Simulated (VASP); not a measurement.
# SnO2 (P6_3/mmc) in VASP: a series of runs, part 2 of 2

VASP 6.6.1. Earlier steps stand in the parts before.

## Step 4: Single point, r2SCAN

This run uses another cell than the first one, of 16.25 Å³/atom, 1.077 times its volume.

POSCAR reads:

```
SnO2
1.0
    3.2305756168      0.0000000000      0.0000000000
   -1.6152878084      2.7977605530      0.0000000000
    0.0000000000      0.0000000000     10.7905620000
Sn O
2 4
Direct
    0.0000000000      0.0000000000      0.0000000000
    0.0000000000      0.0000000000      0.5000000000
    0.3333333333      0.6666666667      0.9058620000
    0.3333333333      0.6666666667      0.5941380000
    0.6666666667      0.3333333333      0.0941380000
    0.6666666667      0.3333333333      0.4058620000
```

INCAR.step1 reads:

```
SYSTEM = SnO2
ALGO = Normal
EDIFF = 1E-4
ENCUT = 520
GGA = PE
ISMEAR = -1
LASPH = .TRUE.
LCHARG = .FALSE.
LREAL = .FALSE.
LWAVE = .TRUE.
NBANDS = 35
NELM = 80
PREC = Accurate
SIGMA = 0.05
```

INCAR.step2 reads:

```
SYSTEM = SnO2
ALGO = Normal
EDIFF = 1E-6
ENCUT = 520
ISIF = 2
ISMEAR = -1
ISTART = 1
LASPH = .TRUE.
LCHARG = .FALSE.
LMIXTAU = .TRUE.
LREAL = .FALSE.
LWAVE = .FALSE.
METAGGA = R2SCAN
NBANDS = 35
NELM = 80
PREC = Accurate
SIGMA = 0.05
```

KPOINTS reads:

```
k-points
0
G
  9 9 3
  0 0 0
```

Potentials or basis: VASP PAW PBE potentials, release 64 (Sn_d, O).

Launch:

```
> cat potpaw_PBE.64/Sn_d/POTCAR potpaw_PBE.64/O/POTCAR > POTCAR
> cp INCAR.step1 INCAR
> mpirun -np 1 vasp_std > vasp.out
> cp INCAR.step2 INCAR
> mpirun -np 1 vasp_std > vasp.out
```

OUTCAR:

```text
SYSTEM = SnO2
   EDIFF = 1E-6
   ENCUT = 520
   ISIF = 2
   ISMEAR = -1
   ISTART = 1
   LASPH = .TRUE.
   LREAL = .FALSE.
   METAGGA = R2SCAN
   NELM = 80
   PREC = Accurate

 ion  position               nearest neighbor table
   1  0.000  0.000  0.000-   3 2.12   5 2.12   5 2.12   3 2.12   5 2.12   3 2.12
   2  0.000  0.000  0.500-   4 2.12   6 2.12   6 2.12   4 2.12   6 2.12   4 2.12
   3  0.333  0.667  0.906-   1 2.12   1 2.12   1 2.12
   4  0.333  0.667  0.594-   2 2.12   2 2.12   2 2.12
   5  0.667  0.333  0.094-   1 2.12   1 2.12   1 2.12
   6  0.667  0.333  0.406-   2 2.12   2 2.12   2 2.12

  LATTYP: Found a hexagonal cell.
 ALAT       =     3.2305756168
 C/A-ratio  =     3.3401360253

  Lattice vectors:

 A1 = (   3.2305756168,   0.0000000000,   0.0000000000)
 A2 = (  -1.6152878084,   2.7977605530,   0.0000000000)
 A3 = (   0.0000000000,   0.0000000000,  10.7905620000)

Analysis of symmetry for initial positions (statically):
=====================================================================
 Subroutine PRICEL returns:
 Original cell was already a primitive cell.

 Routine SETGRP: Setting up the symmetry group for a
 hexagonal supercell.

 Subroutine GETGRP returns: Found 24 space group operations
 (whereof 12 operations were pure point group operations)
 out of a pool of 24 trial point group operations.

The static configuration has the point symmetry D_3d.
 The point group associated with its full space group is D_6h.

Analysis of symmetry for dynamics (positions and initial velocities):
=====================================================================
 Subroutine PRICEL returns:
 Original cell was already a primitive cell.

 Routine SETGRP: Setting up the symmetry group for a
 hexagonal supercell.

 Subroutine GETGRP returns: Found 24 space group operations
 (whereof 12 operations were pure point group operations)
 out of a pool of 24 trial point group operations.

The dynamic configuration has the point symmetry D_3d.
 The point group associated with its full space group is D_6h.

 Subroutine INISYM returns: Found 24 space group operations
 (whereof 12 operations are pure point group operations),
 and found     1 'primitive' translations

----------------------------------------------------------------------------------------

                                     Primitive cell

  volume of cell :      97.5292

  direct lattice vectors                    reciprocal lattice vectors
     3.230575617  0.000000000  0.000000000     0.309542360  0.178714365  0.000000000
    -1.615287808  2.797760553  0.000000000     0.000000000  0.357428730  0.000000000
     0.000000000  0.000000000 10.790562000     0.000000000  0.000000000  0.092673579

  length of vectors
     3.230575617  3.230575617 10.790562000     0.357428730  0.357428730  0.092673579

  position of ions in fractional coordinates (direct lattice)
     0.000000000  0.000000000  0.000000000
     0.000000000  0.000000000  0.500000000
     0.333333333  0.666666667  0.905862000
     0.333333333  0.666666667  0.594138000
     0.666666667  0.333333333  0.094138000
     0.666666667  0.333333333  0.405862000

  ion indices of the primitive-cell ions
   primitive index   ion index
                 1           1
                 2           2
                 3           3
                 4           4
                 5           5
                 6           6

----------------------------------------------------------------------------------------

 KPOINTS: k-points

Automatic generation of k-mesh.
 Grid dimensions read from file:
 generate k-points for:    9    9    3

 Generating k-lattice:

  Cartesian coordinates                     Fractional coordinates (reciprocal lattice)
     0.034393596  0.019857152  0.000000000     0.111111111 -0.000000000  0.000000000
     0.000000000  0.039714303  0.000000000     0.000000000  0.111111111  0.000000000
     0.000000000  0.000000000  0.030891193     0.000000000  0.000000000  0.333333333

  Length of vectors
     0.039714303  0.039714303  0.030891193

  Shift w.r.t. Gamma in fractional coordinates (k-lattice)
     0.000000000  0.000000000  0.000000000

 Subroutine IBZKPT returns following result:
 ===========================================

 Found     24 irreducible k-points:

 Following reciprocal coordinates:
            Coordinates               Weight
  0.000000  0.000000  0.000000      1.000000
  0.111111 -0.000000  0.000000      6.000000
  0.222222 -0.000000  0.000000      6.000000
  0.333333  0.000000  0.000000      6.000000
  0.444444 -0.000000  0.000000      6.000000
  0.111111  0.111111  0.000000      6.000000
[... 16 lines left out ...]
  0.333333  0.222222  0.333333     24.000000
  0.333333  0.333333  0.333333      4.000000
   k-points           NKPTS =     24   k-points in BZ     NKDIM =     24   number of bands    NBANDS=     35
   number of dos      NEDOS =    301   number of ions     NIONS =      6
   total plane-waves  NPLWV =  46080
   dimension x,y,z NGX =    24 NGY =   24 NGZ =   80
   dimension x,y,z NGXF=    48 NGYF=   48 NGZF=  160
   ions per type =               2   4
   NGX,Y,Z   is equivalent  to a cutoff of  12.35, 12.35, 12.33 a.u.
   NGXF,Y,Z  is equivalent  to a cutoff of  24.70, 24.70, 24.65 a.u.
 SYSTEM =  SnO2
   PREC   = accura    normal or accurate (medium, high low for compatibility)
   ISTART =      1    job   : 0-new  1-cont  2-samecut
   ICHARG =      0    charge: 1-file 2-atom 10-const
   ISPIN  =      1    spin polarized calculation?
   LNONCOLLINEAR =      F non collinear calculations
   LSORBIT =      F    spin-orbit coupling
   LASPH  =      T    aspherical Exc in radial PAW
   ENCUT  =  520.0 eV  38.22 Ry    6.18 a.u.   6.01  6.01 20.06*2*pi/ulx,y,z
   NELM   =     80;   NELMIN=  2; NELMDL=  0     # of ELM steps
   EDIFF  = 0.1E-05   stopping-criterion for ELM
   LREAL  =      F    real-space projection
[... 7 lines left out ...]
   TEBEG  =    0.0;   TEEND  =   0.0 temperature during run
   PSTRESS=    0.0 pullay stress
   NELECT =      52.0000    total number of electrons
   NUPDOWN=      -1.0000    fix difference up-down
   EMIN   =  10.00;   EMAX   =-10.00  energy-range for DOS
   EFERMI =   0.00;   METHOD = LEGACY
   ISMEAR =    -1;   SIGMA  =   0.05  broadening in eV -4-tet -1-fermi 0-gaus
   EFERMI_NEDOS =   21; number of points for ismear=-14 and -15
   IALGO  =     38    algorithm
   IMIX   =      4    mixing-type and parameters
     AMIX     =   0.40;   BMIX     =  1.00
     AMIX_MAG =   1.60;   BMIX_MAG =  1.00
  volume/ion in A,a.u.               =      16.25       109.69
  Fermi-wavevector in a.u.,A,eV,Ry     =   1.327490  2.508591 23.976574  1.762228
  Thomas-Fermi vector in A             =   2.456798
   LORBIT       =      0    0 simple, 1 ext, 2 COOP (PROOUT), +10 PAW based schemes
   METAGGA = R2SCAN    functional components
   LHFCALC =     F    Hartree Fock is set to
   AEXX    =    0.0000 exact exchange contribution
   IVDW    =     0    specifies the selected vdW correction
   LEPSILON=     F    determine dielectric tensor
   LRPA    =     F    only Hartree local field effects (RPA)
 non-spin polarized calculation
  energy-cutoff  :      520.00
  volume of cell :       97.53
 maximum number of plane-waves:      2670
   NGX = 13   NGY = 13   NGZ = 41

 number of electron      51.9999995 magnetization

 Free energy of the ion-electron system (eV)
  ---------------------------------------------------
  ext. energy  EPLUGINS =         0.00000000
  ---------------------------------------------------
  free energy    TOTEN  =       -83.11539896 eV

  energy without entropy =      -83.11539896  energy(sigma->0) =      -83.11539896

 E-fermi :   2.8817     XC(G=0):  -9.8111

 val. band max:        1.6792937540   @ k =   0.2222   0.2222   0.0000
 cond. band min:       4.2750201232   @ k =   0.0000   0.0000   0.0000
 fundamental gap:      2.5957263692
 Fermi energy:         2.8816726304

 k-point     1 :       0.0000    0.0000    0.0000
  band No.  band energies     occupation
      1     -18.9187      2.00000
      2     -18.9173      2.00000
      3     -18.6791      2.00000
      4     -18.6791      2.00000
      5     -18.6790      2.00000
      6     -18.6790      2.00000
[... 901 lines left out ...]
     34      12.7715      0.00000
     35      14.2677      0.00000

------------------------ aborting loop because EDIFF is reached ----------------------------------------

  FORCE on cell =-STRESS in cart. coord.  units (eV):
  Direction    XX          YY          ZZ          XY          YZ          ZX
  --------------------------------------------------------------------------------------
  -------------------------------------------------------------------------------------
  Total       -3.7254863     -3.7254863     -2.1646424      0.0000000     -0.0000000      0.0000000
  in kB      -61.2010729    -61.2010729    -35.5600386      0.0000000     -0.0000000      0.0000000
  external PRESSURE =     -52.6540615 kB  Pullay stress =       0.0000000 kB

 VOLUME and BASIS-vectors are now :
 -----------------------------------------------------------------------------
  energy-cutoff  :      520.00
  volume of cell :       97.53
      direct lattice vectors                 reciprocal lattice vectors
     3.230575617  0.000000000  0.000000000     0.309542360  0.178714365  0.000000000
    -1.615287808  2.797760553  0.000000000     0.000000000  0.357428730  0.000000000
     0.000000000  0.000000000 10.790562000     0.000000000  0.000000000  0.092673579

 POSITION                                       TOTAL-FORCE (eV/Angst)
 -----------------------------------------------------------------------------------
      0.00000      0.00000      0.00000         0.000000      0.000000      0.000000
      0.00000      0.00000      5.39528         0.000000      0.000000      0.000000
     -0.00000      1.86517      9.77476        -0.000000      0.000000      0.551897
     -0.00000      1.86517      6.41108        -0.000000      0.000000     -0.551897
      1.61529      0.93259      1.01580         0.000000     -0.000000     -0.551897
      1.61529      0.93259      4.37948         0.000000     -0.000000      0.551897
 -----------------------------------------------------------------------------------
    total drift:                               -0.000000      0.000000      0.000000

  FREE ENERGIE OF THE ION-ELECTRON SYSTEM (eV)
  ---------------------------------------------------
  free  energy   TOTEN  =       -83.1153989567 eV

  energy  without entropy=      -83.1153989567  energy(sigma->0) =      -83.11539896
```

It took 2.3 min on 1 thread of Intel Xeon Platinum 8488C (Sapphire Rapids), shared host; peak memory 0.25 GiB.

Results:

```yaml
Free_energy: -83.1154 eV
Pressure: -5.3 GPa
Largest_force: 0.552 eV/Å
Band_gap_on_the_k_mesh: 2.60 eV, indirect (least direct gap 3.00 eV)
```

Forces on the atoms (eV/Å):
```
Sn   0.000  0.000  0.000
Sn   0.000  0.000  0.000
O    0.000  0.000  0.552
O    0.000  0.000 -0.552
O    0.000  0.000 -0.552
O    0.000  0.000  0.552
```

Levels at points of the mesh, in eV from the valence-band top:
| k point | band 23 | band 24 | band 25 | band 26 | band 27 | band 28 | band 29 | band 30 |
| --- | --- | --- | --- | --- | --- | --- | --- | --- |
| (0.00, 0.00, 0.00) | -0.89 | -0.87 | -0.87 | -0.40 | 2.60 | 3.32 | 6.07 | 6.50 |

Caveat: the PAW data sets were made with another functional, which shifts forces and pressure a little; spin-orbit coupling is left out, which moves the levels of the heavy elements. r2SCAN opens gaps a little over a GGA but as a rule still falls short of measured ones.

## Step 5: Summary

```tsv
level	potentials or basis	cell	gap on the mesh (eV)	pressure (GPa)	largest force (eV/Å)
LDA	VASP PAW LDA potentials, release 64 (Sn_d, O)	a = 3.170, b = 3.170, c = 10.409 Å, angles 90.0, 90.0, 120.0°, 6 atoms	2.25	0.8	0.07
LDA	VASP PAW LDA potentials, release 64 (Sn_d, O)	a = 3.231, b = 3.231, c = 10.791 Å, angles 90.0, 90.0, 120.0°, 6 atoms	1.95	-7.1	0.64
r2SCAN	VASP PAW PBE potentials, release 64 (Sn_d, O)	a = 3.231, b = 3.231, c = 10.791 Å, angles 90.0, 90.0, 120.0°, 6 atoms	2.60	-5.3	0.55
```

Alike in all rows: task single point; no spin polarisation; k mesh 9 × 9 × 3; cutoff (eV) 520; smearing fermi-dirac 0.05 eV.

Caveats: spin-orbit coupling is left out, which moves the levels of the heavy elements; the PAW data sets were made with another functional, which shifts forces and pressure a little (some runs).

Absolute energies hang on the potentials; compare differences alone.
